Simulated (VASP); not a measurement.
# Ta4Mo (Im-3m) in VASP: a series of runs

Ta4Mo is run at these levels: PBE; tasks: relaxation of cell and atoms, single point.

Program: VASP 6.6.1. These are calculated values, not measurements. Logs are shortened: lines on timing, memory, paths and dates and some standing lists are left out, and cuts for length are marked.

### Step 1. The cell of the first run

The structure is cubic, space group Im-3m (No. 229). The conventional cell has a = 6.018 Å, b = 6.018 Å, c = 6.018 Å, α = 90.00°, β = 90.00°, γ = 90.00°. Within 3.4 Å of Ta (site symmetry -3m) lie 2 Mo at 2.61 Å and 6 Ta at 3.01 Å. Within 3.4 Å of Mo (site symmetry m-3m) lie 8 Ta at 2.61 Å.

### Step 2. Relaxation of cell and atoms, PBE

Input file INCAR:

```
  PREC = Accurate
  ENCUT = 600
  EDIFF = 1E-6
  ISMEAR = 0
  SIGMA = 0.1
  LREAL = F
  LASPH = T
  NELM = 60
  ALGO = Fast
  ISIF = 3
  LWAVE = F
  LCHARG = F
  GGA = PE
  IBRION = 2
  NSW = 100
  EDIFFG = -0.01
```

Input file KPOINTS:

```
regular mesh
0
Gamma
  10 10 10
```

Input file POSCAR:

```
Ta4Mo
1.0
   -3.0090284552      3.0090284552      3.0090284552
    3.0090284552     -3.0090284552      3.0090284552
    3.0090284552      3.0090284552     -3.0090284552
Ta Mo
4 1
Direct
    0.0000000000      0.0000000000      0.5000000000
    0.0000000000      0.5000000000      0.0000000000
    0.5000000000      0.0000000000      0.0000000000
    0.5000000000      0.5000000000      0.5000000000
    0.0000000000      0.0000000000      0.0000000000
```

Potentials or basis: VASP PAW PBE potentials, release 64 (Ta_pv, Mo_sv).

On the command line:

```bash
> cat potpaw_PBE.64/Ta_pv/POTCAR potpaw_PBE.64/Mo_sv/POTCAR > POTCAR
> mpirun -np 1 vasp_std > vasp.out
```

OUTCAR:

```text
PREC = Accurate
   ENCUT = 600
   EDIFF = 1E-6
   ISMEAR = 0
   LREAL = F
   LASPH = T
   NELM = 60
   ISIF = 3
   GGA = PE
   IBRION = 2
   NSW = 100
   EDIFFG = -0.01

 ion  position               nearest neighbor table
   1  0.000  0.000  0.500-   5 2.61   5 2.61   4 3.01   2 3.01   3 3.01   2 3.01   3 3.01   4 3.01

   2  0.000  0.500  0.000-   5 2.61   5 2.61   4 3.01   1 3.01   3 3.01   1 3.01   4 3.01   3 3.01

   3  0.500  0.000  0.000-   5 2.61   5 2.61   4 3.01   1 3.01   4 3.01   2 3.01   1 3.01   2 3.01

   4  0.500  0.500  0.500-   5 2.61   5 2.61   3 3.01   1 3.01   3 3.01   2 3.01   1 3.01   2 3.01

   5  0.000  0.000  0.000-   1 2.61   2 2.61   3 2.61   4 2.61   1 2.61   2 2.61   3 2.61   4 2.61

  LATTYP: Found a body centered cubic cell.
 ALAT       =     6.0180569104

  Lattice vectors:

 A1 = (  -3.0090284552,   3.0090284552,   3.0090284552)
 A2 = (   3.0090284552,  -3.0090284552,   3.0090284552)
 A3 = (   3.0090284552,   3.0090284552,  -3.0090284552)

Analysis of symmetry for initial positions (statically):
=====================================================================
 Subroutine PRICEL returns:
 Original cell was already a primitive cell.

 Routine SETGRP: Setting up the symmetry group for a
 body centered cubic supercell.

 Subroutine GETGRP returns: Found 48 space group operations
 (whereof 48 operations were pure point group operations)
 out of a pool of 48 trial point group operations.

The static configuration has the point symmetry O_h .

Analysis of symmetry for dynamics (positions and initial velocities):
=====================================================================
 Subroutine PRICEL returns:
 Original cell was already a primitive cell.

 Routine SETGRP: Setting up the symmetry group for a
 body centered cubic supercell.

 Subroutine GETGRP returns: Found 48 space group operations
 (whereof 48 operations were pure point group operations)
 out of a pool of 48 trial point group operations.

The dynamic configuration has the point symmetry O_h .

 Subroutine INISYM returns: Found 48 space group operations
 (whereof 48 operations are pure point group operations),
 and found     1 'primitive' translations

----------------------------------------------------------------------------------------

                                     Primitive cell

  volume of cell :     108.9780

  direct lattice vectors                    reciprocal lattice vectors
    -3.009028455  3.009028455  3.009028455     0.000000000  0.166166591  0.166166591
     3.009028455 -3.009028455  3.009028455     0.166166591  0.000000000  0.166166591
     3.009028455  3.009028455 -3.009028455     0.166166591  0.166166591  0.000000000

  length of vectors
     5.211790166  5.211790166  5.211790166     0.234995046  0.234995046  0.234995046

  position of ions in fractional coordinates (direct lattice)
     0.000000000  0.000000000  0.500000000
     0.000000000  0.500000000  0.000000000
     0.500000000  0.000000000  0.000000000
     0.500000000  0.500000000  0.500000000
     0.000000000  0.000000000  0.000000000

  ion indices of the primitive-cell ions
   primitive index   ion index
                 1           1
                 2           2
                 3           3
                 4           4
                 5           5

----------------------------------------------------------------------------------------

 KPOINTS: regular mesh

Automatic generation of k-mesh.
 Grid dimensions read from file:
 generate k-points for:   10   10   10

 Generating k-lattice:

  Cartesian coordinates                     Fractional coordinates (reciprocal lattice)
     0.000000000  0.016616659  0.016616659     0.100000000  0.000000000  0.000000000
     0.016616659  0.000000000  0.016616659     0.000000000  0.100000000  0.000000000
     0.016616659  0.016616659  0.000000000     0.000000000  0.000000000  0.100000000

  Length of vectors
     0.023499505  0.023499505  0.023499505

  Shift w.r.t. Gamma in fractional coordinates (k-lattice)
     0.000000000  0.000000000  0.000000000

 Subroutine IBZKPT returns following result:
 ===========================================

 Found     47 irreducible k-points:

 Following reciprocal coordinates:
            Coordinates               Weight
  0.000000  0.000000  0.000000      1.000000
  0.100000  0.000000  0.000000     12.000000
  0.200000  0.000000  0.000000     12.000000
  0.300000  0.000000  0.000000     12.000000
  0.400000  0.000000  0.000000     12.000000
  0.500000  0.000000  0.000000      6.000000
[... 16 lines left out ...]
  0.300000  0.300000  0.100000      8.000000
 -0.300000  0.300000  0.100000     24.000000
 [... further k-points ...]
   k-points           NKPTS =     47   k-points in BZ     NKDIM =     47   number of bands    NBANDS=     34
   number of dos      NEDOS =    301   number of ions     NIONS =      5
   total plane-waves  NPLWV =  74088
   dimension x,y,z NGX =    42 NGY =   42 NGZ =   42
   dimension x,y,z NGXF=    84 NGYF=   84 NGZF=   84
   ions per type =               4   1
   NGX,Y,Z   is equivalent  to a cutoff of  13.40, 13.40, 13.40 a.u.
   NGXF,Y,Z  is equivalent  to a cutoff of  26.79, 26.79, 26.79 a.u.
 SYSTEM =  unknown system
   PREC   = accura    normal or accurate (medium, high low for compatibility)
   ISTART =      0    job   : 0-new  1-cont  2-samecut
   ICHARG =      2    charge: 1-file 2-atom 10-const
   ISPIN  =      1    spin polarized calculation?
   LNONCOLLINEAR =      F non collinear calculations
   LSORBIT =      F    spin-orbit coupling
   LASPH  =      T    aspherical Exc in radial PAW
   ENCUT  =  600.0 eV  44.10 Ry    6.64 a.u.  10.41 10.41 10.41*2*pi/ulx,y,z
   NELM   =     60;   NELMIN=  2; NELMDL= -5     # of ELM steps
   EDIFF  = 0.1E-05   stopping-criterion for ELM
   LREAL  =      F    real-space projection
   EDIFFG = -.1E-01   stopping-criterion for IOM
   NSW    =    100    number of steps for IOM
   IBRION =      2    ionic relax: 0-MD 1-quasi-New 2-CG
   NFREE  =      1    steps in history (QN), initial steepest desc. (CG)
   ISIF   =      3    stress and relaxation
   ISYM   =      2    0-nonsym 1-usesym 2-fastsym
   POTIM  = 0.5000    time-step for ionic-motion
   TEBEG  =    0.0;   TEEND  =   0.0 temperature during run
   PSTRESS=    0.0 pullay stress
   NELECT =      58.0000    total number of electrons
   NUPDOWN=      -1.0000    fix difference up-down
   EMIN   =  10.00;   EMAX   =-10.00  energy-range for DOS
   EFERMI =   0.00;   METHOD = LEGACY
   ISMEAR =     0;   SIGMA  =   0.10  broadening in eV -4-tet -1-fermi 0-gaus
   EFERMI_NEDOS =   21; number of points for ismear=-14 and -15
   IALGO  =     68    algorithm
   IMIX   =      4    mixing-type and parameters
     AMIX     =   0.40;   BMIX     =  1.00
     AMIX_MAG =   1.60;   BMIX_MAG =  1.00
  volume/ion in A,a.u.               =      21.80       147.08
  Fermi-wavevector in a.u.,A,eV,Ry     =   1.326695  2.507091 23.947894  1.760121
  Thomas-Fermi vector in A             =   2.456063
   LORBIT       =      0    0 simple, 1 ext, 2 COOP (PROOUT), +10 PAW based schemes
   GGA     = PE    functional components
   LHFCALC =     F    Hartree Fock is set to
   AEXX    =    0.0000 exact exchange contribution
   IVDW    =     0    specifies the selected vdW correction
   LEPSILON=     F    determine dielectric tensor
   LRPA    =     F    only Hartree local field effects (RPA)
 conjugate gradient relaxation of ions
 non-spin polarized calculation
 RMM-DIIS sequential band-by-band and
 Gauss-broadening in eV      SIGMA  =   0.10
  energy-cutoff  :      600.00
  volume of cell :      108.98
 maximum number of plane-waves:      3657
 NGX is ok and might be reduce to    42
   NGX = 21   NGY = 21   NGZ = 21

--------------------------------------- Ionic step        1  -------------------------------------------

 number of electron      58.0000012 magnetization

 Free energy of the ion-electron system (eV)
  ---------------------------------------------------
  ext. energy  EPLUGINS =         0.00000000
  ---------------------------------------------------
  free energy    TOTEN  =       -52.30412792 eV

  energy without entropy =      -52.27395986  energy(sigma->0) =      -52.28904389

------------------------ aborting loop because EDIFF is reached ----------------------------------------

  FORCE on cell =-STRESS in cart. coord.  units (eV):
  Direction    XX          YY          ZZ          XY          YZ          ZX
  --------------------------------------------------------------------------------------
  -------------------------------------------------------------------------------------
  Total       -0.4749769     -0.4749769     -0.4749769      0.0000000      0.0000000     -0.0000000
  in kB       -6.9830344     -6.9830344     -6.9830344      0.0000000      0.0000000     -0.0000000
  external PRESSURE =      -6.9830344 kB  Pullay stress =       0.0000000 kB
[... 63 lines left out ...]
  energy  without entropy=      -52.2722623013  energy(sigma->0) =      -52.28687805

--------------------------------------- Ionic step        3  -------------------------------------------

 number of electron      58.0000012 magnetization

 Free energy of the ion-electron system (eV)
  ---------------------------------------------------
  ext. energy  EPLUGINS =         0.00000000
  ---------------------------------------------------
  free energy    TOTEN  =       -52.30530720 eV

  energy without entropy =      -52.27547364  energy(sigma->0) =      -52.29039042

 E-fermi :   4.9243     XC(G=0): -11.4601

 val. band max:        4.9213811708   @ k =  -0.4000   0.4000   0.3000
 cond. band min:       4.9252246098   @ k =  -0.3000   0.4000   0.2000
 fundamental gap:      0.0038434390
 Fermi energy:         4.9242929641

 k-point     1 :       0.0000    0.0000    0.0000
  band No.  band energies     occupation
      1     -54.9481      2.00000
      2     -30.2988      2.00000
      3     -30.2988      2.00000
      4     -30.2988      2.00000
      5     -29.6143      2.00000
      6     -29.6143      2.00000
[... 877 lines left out ...]
     33       6.1862      0.00000
     34       6.8573      0.00000

 [... further k-points ...]
[... 5 lines left out ...]
  --------------------------------------------------------------------------------------
  -------------------------------------------------------------------------------------
  Total        0.0029367      0.0029367      0.0029367     -0.0000000      0.0000000     -0.0000000
  in kB        0.0433901      0.0433901      0.0433901     -0.0000000      0.0000000     -0.0000000
  external PRESSURE =       0.0433901 kB  Pullay stress =       0.0000000 kB
[... 20 lines left out ...]
  FREE ENERGIE OF THE ION-ELECTRON SYSTEM (eV)
  ---------------------------------------------------
  free  energy   TOTEN  =       -52.3053071996 eV

  energy  without entropy=      -52.2754736423  energy(sigma->0) =      -52.29039042

 reached required accuracy - stopping structural energy minimisation
```

Wall time 6.8 min (1 thread of Intel Xeon 6975P-C (Granite Rapids), shared host); peak memory 0.39 GiB.

Results:

```yaml
Free_energy: -52.3053 eV
Relaxed_volume: 21.69 Å³/atom
Relaxed_cell: a = 5.203 Å, b = 5.203 Å, c = 5.203 Å, α = 109.47°, β = 109.47°, γ = 109.47°
Space_group_after_relaxing_to_0.05_Å: Im-3m (No. 229)
Energy_gained_by_relaxing: 0.2 meV/atom
Ionic_steps: 3
Pressure_after_relaxing: 0.0 GPa
Band_gap_on_the_k_mesh: zero (band 29 reaches 7.21 eV, above the bottom of band 30 at 4.44 eV)
```

The path:
| step | energy change (eV) | largest force (eV/Å) | pressure (GPa) | volume (Å³) |
| --- | --- | --- | --- | --- |
| 1 | 0.0000 | 0.0000 | -0.70 | 108.98 |
| 2 | 0.0026 | 0.0000 | 1.31 | 107.49 |
| 3 | -0.0012 | 0.0000 | 0.00 | 108.44 |

Final structure:
```xyz
5
Lattice="-3.0040 3.0040 3.0040 3.0040 -3.0040 3.0040 3.0040 3.0040 -3.0040" Properties=species:S:1:pos:R:3 pbc="T T T"
Ta    1.5020    1.5020   -1.5020
Ta    1.5020   -1.5020    1.5020
Ta   -1.5020    1.5020    1.5020
Ta    1.5020    1.5020    1.5020
Mo    0.0000    0.0000    0.0000
```

Levels at points of the mesh, in eV from the Fermi level:
```
           k point  band 26  band 27  band 28  band 29  band 30  band 31  band 32  band 33
(0.00, 0.00, 0.00)     0.05     0.05     0.05     2.29     2.29     2.29     3.37     3.37
(0.50, 0.00, 0.00)    -0.90    -0.64    -0.40    -0.19    -0.14    -0.05     0.74     1.00
(0.50, 0.50, 0.50)    -1.50    -1.50    -0.70    -0.24    -0.24    -0.24     1.55     1.56
```

Caveat: spin-orbit coupling is left out, which moves the levels of the heavy elements.

### Step 3. Single point, PBE, collinear spin, ferromagnetic start

Input file INCAR:

```
SYSTEM = Ta4Mo
PREC = Accurate
ENCUT = 500
EDIFF = 1E-6
ISMEAR = 0
SIGMA = 0.1
LREAL = .FALSE.
LASPH = .TRUE.
NELM = 200
ALGO = Normal
ISIF = 2
LWAVE = .FALSE.
LCHARG = .FALSE.
ISPIN = 2
MAGMOM = 0 0 0 0 1
LORBIT = 11
LMAXMIX = 4
GGA = PE
NBANDS = 41
GGA_COMPAT = .FALSE.
```

Input file KPOINTS:

```
Automatic mesh
0
G
  4 4 4
  0 0 0
```

POSCAR is that of step 2.

Potentials or basis: VASP PAW PBE potentials, release 64 (Ta_pv, Mo_sv).

On the command line:

```bash
> cat potpaw_PBE.64/Ta_pv/POTCAR potpaw_PBE.64/Mo_sv/POTCAR > POTCAR
> mpirun -np 1 vasp_std > vasp.out
```

Run time: 3.3 min. Hardware: 1 thread of Intel Xeon 8259CL, shared host; peak memory 0.3 GiB.

The run converged. Its results:

```yaml
Free_energy: -52.1447 eV
Pressure: 0.2 GPa
Band_gap_on_the_k_mesh: zero (filled and empty bands overlap)
Net_moment: 0.00 μB per cell
Valence_electrons_inside_the_program's_atomic_spheres: Ta 8.81; Mo 13.10
```

Levels at points of the mesh, in eV from the Fermi level:
Spin up:
| k point | band 26 | band 27 | band 28 | band 29 | band 30 | band 31 | band 32 | band 33 |
| --- | --- | --- | --- | --- | --- | --- | --- | --- |
| (0.00, 0.00, 0.00) | 0.02 | 0.02 | 0.02 | 2.25 | 2.25 | 2.25 | 3.33 | 3.33 |
| (0.50, 0.00, 0.00) | -0.93 | -0.66 | -0.42 | -0.21 | -0.16 | -0.07 | 0.71 | 0.98 |
| (0.50, 0.50, 0.50) | -1.51 | -1.51 | -0.74 | -0.27 | -0.27 | -0.27 | 1.51 | 1.51 |
Spin down:
```
           k point  band 27  band 28  band 29  band 30  band 31  band 32
(0.00, 0.00, 0.00)     0.02     0.02     2.25     2.25     2.25     3.33
(0.50, 0.00, 0.00)    -0.66    -0.42    -0.21    -0.16    -0.07     0.71
(0.50, 0.50, 0.50)    -1.51    -0.74    -0.27    -0.27    -0.27     1.51
```

Caveat: the k points lie up to 0.37 Å⁻¹ apart; spin-orbit coupling is left out, which moves the levels of the heavy elements.

[end of part 1 of 2]
